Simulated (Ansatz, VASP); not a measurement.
**One calculation of CaB6, two programs**

```
Ca B
1.0
     4.14773    0.00000    0.00000
     0.00000    4.14773    0.00000
     0.00000    0.00000    4.14773
Ca B
1 6
Direct
  0.50000 0.50000 0.50000
  0.00000 0.00000 0.29821
  0.00000 0.00000 0.70179
  0.29821 0.00000 0.00000
  0.70179 0.00000 0.00000
  0.00000 0.29821 0.00000
  0.00000 0.70179 0.00000
```

Alike in both runs: functional PBE; k mesh 8 × 8 × 8; occupations gaussian, width 0.01 eV; no spin polarisation.

Ansatz relaxed the structure, and its values are those at the end. VASP's run is a single point on that final structure, the one shown.

|  | VASP | Ansatz |
| --- | --- | --- |
| version | VASP 6.6.1 | Ansatz 0.2.0 |
| potentials or method | VASP PAW PBE potentials, release 64 (Ca_sv, B), cutoff 520 eV | scalar-relativistic, plane waves, PAW |
| valence electrons in the cell | 28 | 28 |

Ansatz gave:

```
gap on the k mesh at the Fermi level (eV) : 0.07
least direct gap on the mesh (eV)         : 0.14
pressure (GPa)                            : 0.0
rms of the force components (eV/Å)        : 0.000
```

Question: What did VASP give for the same quantities?

Answer: gap on the k mesh at the Fermi level (eV): 0.07; least direct gap on the mesh (eV): 0.14; pressure (GPa): 0.1; rms of the force components (eV/Å): 0.009.
